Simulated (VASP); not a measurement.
Wanted: the native input for a VASP 6.6.1 run.

| Quantity | Value |
| --- | --- |
| Task | single point |
| Functional | PBE |
| Potentials or basis | VASP PAW PBE potentials, release 64 (B, P) |
| Cutoff | 500 eV |
| k mesh | 15 × 15 × 15 |
| Occupations | fermi-dirac, width 0.05 eV |
| Spin | no spin polarisation |
| Dipole correction | no |
| Further INCAR settings | ALGO = Normal; EDIFF = 1e-06; NBANDS = 11 |

The structure of BP (rocksalt type) lies in POSCAR:

```
BP
1.0
    0.0000000000      2.1597423707      2.1597423707
    2.1597423707      0.0000000000      2.1597423707
    2.1597423707      2.1597423707      0.0000000000
B P
1 1
Direct
    0.0000000000      0.0000000000      0.0000000000
    0.5000000000      0.5000000000      0.5000000000
```

These files were run (other wordings do the same):

INCAR

```
SYSTEM = BP
PREC     = Accurate       ! precision mode
ENCUT    = 500            ! plane-wave cutoff, eV
EDIFF    = 1E-6           ! SCF threshold, eV
ISMEAR   = -1             ! smearing method
SIGMA    = 0.05           ! smearing width, eV
LREAL    = .False.        ! projectors in reciprocal space
LASPH    = .True.         ! aspherical terms in the spheres
NELM     = 120            ! most SCF steps
ALGO     = Normal         ! electronic algorithm
ISIF     = 2              ! what is computed and relaxed
LWAVE    = .False.        ! write WAVECAR
LCHARG   = .False.        ! write CHGCAR
GGA      = PE             ! functional
NBANDS   = 11             ! bands
GGA_COMPAT= .False.
```

KPOINTS

```
Automatic mesh
0
Gamma
  15 15 15
  0 0 0
```

Potentials or basis: VASP PAW PBE potentials, release 64 (B, P).

Command:

```bash
$ cat potpaw_PBE.64/B/POTCAR potpaw_PBE.64/P/POTCAR > POTCAR
$ mpirun -np 1 vasp_std > vasp.out
```

Results of the run:

- Pressure: 0.0 GPa
- Band gap on the k mesh: zero (bands 4 and 5 overlap by 4.19 eV)

It took 16 s on 1 thread of Intel Xeon 8259CL, with other jobs on the host, peak memory 0.14 GiB.
